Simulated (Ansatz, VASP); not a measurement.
Two plane-wave programs on NaH

The input INCAR:

```
SYSTEM = NaH
PREC     = Accurate       ! precision mode
ENCUT    = 520            ! plane-wave cutoff, eV
EDIFF    = 1E-6           ! SCF threshold, eV
ISMEAR   = 0              ! smearing method
SIGMA    = 0.02           ! smearing width, eV
LREAL    = .False.        ! projectors in reciprocal space
LASPH    = .True.         ! aspherical terms in the spheres
NELM     = 80             ! most SCF steps
ALGO     = Normal         ! electronic algorithm
ISIF     = 2              ! what is computed and relaxed
LWAVE    = .False.        ! write WAVECAR
LCHARG   = .True.         ! write CHGCAR
GGA      = PE             ! functional
LELF     = .True.         ! ELF
LVHAR    = .True.       
NBANDS   = 11             ! bands
```

The input KPOINTS:

```
Automatic mesh
0
Gamma
  10 10 10
  0 0 0
```

POSCAR

```
NaH
1.0
    2.9299758948      0.0000000000      0.0000000000
    0.0000000000      2.9299758948      0.0000000000
    0.0000000000      0.0000000000      2.9299758948
Na H
1 1
Direct
    0.0000000000      0.0000000000      0.0000000000
    0.5000000000      0.5000000000      0.5000000000
```

Input for Ansatz:

```yaml
crystal:
  lattice:
    - [2.9299758948, 0.0, 0.0]
    - [0.0, 2.9299758948, 0.0]
    - [0.0, 0.0, 2.9299758948]
  atoms:
    - { symbol: Na, position: [0.0, 0.0, 0.0] }
    - { symbol: H, position: [0.5, 0.5, 0.5] }
basis:
  ecutwfc: 420
kpoints:
  mp_grid: { grid: [10, 10, 10] }
hamiltonian:
  xc: pbe
scf:
  occupations: { method: gaussian, width: 0.02 }
output:
  forces: true
  stress: true
  eigenvalues: true
  write_density: true
  write_potential: true
  elf: true
  volumetric_format: npy
```

Alike in both runs: task single point; functional PBE; k mesh 10 × 10 × 10; occupations gaussian, width 0.02 eV; no spin polarisation.

```csv
,VASP,Ansatz
version,VASP 6.6.1,Ansatz 0.2.0
potentials or method,"VASP PAW PBE potentials, release 64 (Na_pv, H), cutoff 520 eV","scalar-relativistic, plane waves, PAW"
valence electrons in the cell,8,10
```

|  | VASP | Ansatz | Ansatz less VASP |
| --- | --- | --- | --- |
| gap on the k mesh at the Fermi level (eV) | 1.03 | 1.04 | +0.002 |
| least direct gap on the mesh (eV) | 4.51 | 4.51 | +0.005 |
| pressure (GPa) | 0.8 | 0.9 | +0.07 |

VASP's potentials hold 8 valence electrons a cell and Ansatz's 10, so a difference there can come from the potentials and not from the codes.
